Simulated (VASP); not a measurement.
Here is a VASP 6.6.1 calculation.

Contents of INCAR:

```
SYSTEM = Mg3CdS2
PREC = Accurate
ENCUT = 520
EDIFF = 1E-6
ISMEAR = 0
SIGMA = 0.1
LREAL = .FALSE.
LASPH = .TRUE.
NELM = 60
ALGO = Normal
ISIF = 2
LWAVE = .FALSE.
LCHARG = .FALSE.
GGA = PE
NBANDS = 24
```

Contents of KPOINTS:

```
Automatic mesh
0
G
  6 6 2
  0 0 0
```

The input POSCAR:

```
Mg3CdS2
1.0
    5.2275643557     -0.0000000034      0.0000000000
   -2.6137821749      4.5272035337      0.0000000000
    0.0000000000      0.0000000000      9.5595033064
Mg Cd S
3 1 2
Direct
    0.3333333333      0.6666666667      0.5000000000
    0.6666666667      0.3333333333      0.5000000000
    0.0000000000      0.0000000000      0.0000000000
    0.0000000000      0.0000000000      0.5000000000
    0.0000000000      0.0000000000      0.2368546797
    0.0000000000      0.0000000000      0.7631453203
```

Potentials or basis: VASP PAW PBE potentials, release 64 (Mg, Cd, S).

Command:

```console
$ cat potpaw_PBE.64/Mg/POTCAR potpaw_PBE.64/Cd/POTCAR potpaw_PBE.64/S/POTCAR > POTCAR
$ mpirun -np 1 vasp_std > vasp.out
```

Task: Estimate the pressure.

Result: 0.2 GPa.

Task: What does it give for the largest force?

Result: 0.041 eV/Å.

Forces in eV/Å, atoms in the order of the input:
```
Mg   0.000  0.000  0.000
Mg   0.000  0.000  0.000
Mg   0.000  0.000  0.000
Cd   0.000  0.000  0.000
S    0.000  0.000 -0.041
S    0.000  0.000  0.041
```
